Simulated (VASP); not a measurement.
Set up this calculation in VASP 6.6.1, as the native input.

```yaml
Task: electric field gradients
Functional: LDA
Potentials_or_basis: VASP PAW LDA potentials, release 64 (Mn_pv, S)
Cutoff: 520 eV
k_mesh: 10 × 10 × 10
Occupations: fermi-dirac, width 0.05 eV
Spin: collinear spin, ferromagnetic start
Starting_moments: "[4.0, 0.0] μB"
Dipole_correction: no
Further_INCAR_settings: ALGO = Normal; EDIFF = 1e-08; NBANDS = 20
```

The structure of MnS lies in POSCAR:

```
MnS
1.0
    0.0000000000      2.8000000000      2.8000000000
    2.8000000000      0.0000000000      2.8000000000
    2.8000000000      2.8000000000      0.0000000000
Mn S
1 1
Direct
    0.0000000000      0.0000000000      0.0000000000
    0.7500000000      0.7500000000      0.7500000000
```

The input as run:

INCAR

```
PREC = Accurate ; ENCUT = 520
EDIFF = 1E-8 ; ISMEAR = -1
SIGMA = 0.05 ; LREAL = False
LASPH = True ; NELM = 150
ALGO = Normal ; ISIF = 2
LWAVE = False ; LCHARG = False
ISPIN = 2 ; MAGMOM = 4 0
LORBIT = 11 ; LMAXMIX = 4
LEFG = True ; NBANDS = 20
```

KPOINTS

```
regular mesh
0
Gamma
  10 10 10
```

Potentials or basis: VASP PAW LDA potentials, release 64 (Mn_pv, S).

Command:

```bash
$ cat potpaw_LDA.64/Mn_pv/POTCAR potpaw_LDA.64/S/POTCAR > POTCAR
$ mpirun -np 1 vasp_std > vasp.out
```

Results of the run:

The pressure is -6.7 GPa and the net moment is 4.67 μB per cell. The site moments are Mn +4.13; S +0.08 μB and the valence electrons inside the program's atomic spheres are Mn 11.41; S 3.72.

Caveat: without QUAD_EFG the Cq values of the log hold for a quadrupole moment of 1 mb, not for the nuclei; a cell with one magnetic atom can't hold antiferromagnetic order, which such compounds often take.

Wall time 95 s on 1 thread of Intel(R) Xeon(R) Platinum 8259CL CPU @ 2.50GHz (Skylake/Cascade Lake) (shared host), peak memory 0.19 GiB.
